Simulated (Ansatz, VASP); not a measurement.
**Two plane-wave programs on Pt**

File INCAR:

```
  PREC = Accurate
  ENCUT = 520
  EDIFF = 1E-6
  ISMEAR = 0
  SIGMA = 0.15
  LREAL = F
  LASPH = T
  NELM = 80
  ALGO = Fast
  ISIF = 2
  LWAVE = F
  LCHARG = F
  NBANDS = 28
```

The input KPOINTS:

```
regular mesh
0
Gamma
  18 18 6
```

POSCAR

```
Pt
1.0
    2.7082945870      0.0000000000      0.0000000000
   -1.3541472935      2.3454519133      0.0000000000
    0.0000000000      0.0000000000      9.3530207388
Pt
4
Direct
    0.6060955498      0.2889921983      0.3750000000
    0.6060955498      0.2889921983      0.8750000000
    0.3939044502      0.7110078017      0.1250000000
    0.3939044502      0.7110078017      0.6250000000
```

Input for Ansatz:

```yaml
crystal:
  lattice:
    - [2.708294587, 0.0, 0.0]
    - [-1.3541472935, 2.3454519133, 0.0]
    - [0.0, 0.0, 9.3530207388]
  atoms:
    - { symbol: Pt, position: [0.6060955498, 0.2889921983, 0.375] }
    - { symbol: Pt, position: [0.6060955498, 0.2889921983, 0.875] }
    - { symbol: Pt, position: [0.3939044502, 0.7110078017, 0.125] }
    - { symbol: Pt, position: [0.3939044502, 0.7110078017, 0.625] }
basis:
  ecutwfc: 420
kpoints:
  mp_grid: { grid: [18, 18, 6] }
hamiltonian:
  xc: lda
  pseudopotentials: { kind: paw, azcp: { folder: soft_1 } }
scf:
  occupations: { method: gaussian, width: 0.15 }
output:
  forces: true
  stress: true
  eigenvalues: true
```

Change from the starting cell: mode 1 frozen in at -0.104 Å and mode 2 at -0.104 Å (largest displacements).

Alike in both runs: task single point; functional LDA; k mesh 18 × 18 × 6; occupations gaussian, width 0.15 eV; no spin polarisation.

|  | VASP | Ansatz |
| --- | --- | --- |
| version | VASP 6.6.1 | Ansatz 0.2.0 |
| potentials or method | VASP PAW LDA potentials, release 64 (Pt), cutoff 520 eV | scalar-relativistic, plane waves, PAW |
| valence electrons in the cell | 40 | 72 |

Ansatz gave:

| Property | Result |
| --- | --- |
| gap on the k mesh at the Fermi level (eV) | none |
| pressure (GPa) | 0.7 |
| traceless stress, the component that is largest in VASP (GPa) | -1.03 |
| rms of the force components (eV/Å) | 0.127 |

Task: Which values does VASP return?

Result: gap on the k mesh at the Fermi level (eV): none; pressure (GPa): 1.4; traceless stress, the component that is largest in VASP (GPa): -0.97; rms of the force components (eV/Å): 0.123.

Ansatz warns that its potentials were made for another functional, while VASP's fit it. LDA's correlation is that of Perdew and Zunger in VASP and of Perdew and Wang (1992) in Ansatz. Atom by atom the forces differ by 0.006 eV/Å (rms over components). A gap of «none» marks a metal or a gap that the smearing closes. VASP's potentials hold 40 valence electrons a cell and Ansatz's 72, so a difference there can come from the potentials and not from the codes.

Spin-orbit coupling is off throughout.
